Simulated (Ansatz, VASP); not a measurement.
# One calculation of W2Br3, two programs

```xyz
5
Lattice="8.3977 0.0000 0.0000 -4.1988 7.2726 0.0000 0.0000 0.0000 3.0259" Properties=species:S:1:pos:R:3 pbc="T T T"
W     0.0000    4.8484    0.0000
W     4.1988    2.4242    0.0000
Br    4.1988    0.0000    0.0000
Br   -2.0994    3.6363    0.0000
Br    2.0994    3.6363    0.0000
```

Alike in both runs: functional PBE; k mesh 6 × 6 × 12; occupations gaussian, width 0.1 eV; no spin polarisation.

Ansatz relaxed the structure, and its values are those at the end. VASP's run is a single point on that final structure, the one shown.

|  | VASP | Ansatz |
| --- | --- | --- |
| version | VASP 6.6.1 | Ansatz 0.2.0 |
| potentials or method | VASP PAW PBE potentials, release 64 (W_sv, Br), cutoff 520 eV | scalar-relativistic, plane waves, PAW |
| valence electrons in the cell | 49 | 49 |

```tsv
	VASP	Ansatz	Ansatz less VASP
gap on the k mesh at the Fermi level (eV)	none	none	-
pressure (GPa)	0.1	0.0	-0.10
```

A gap of «none» marks a metal or a gap that the smearing closes. Ansatz's warnings: xc potential rough in thin density.

Spin-orbit coupling is off throughout.
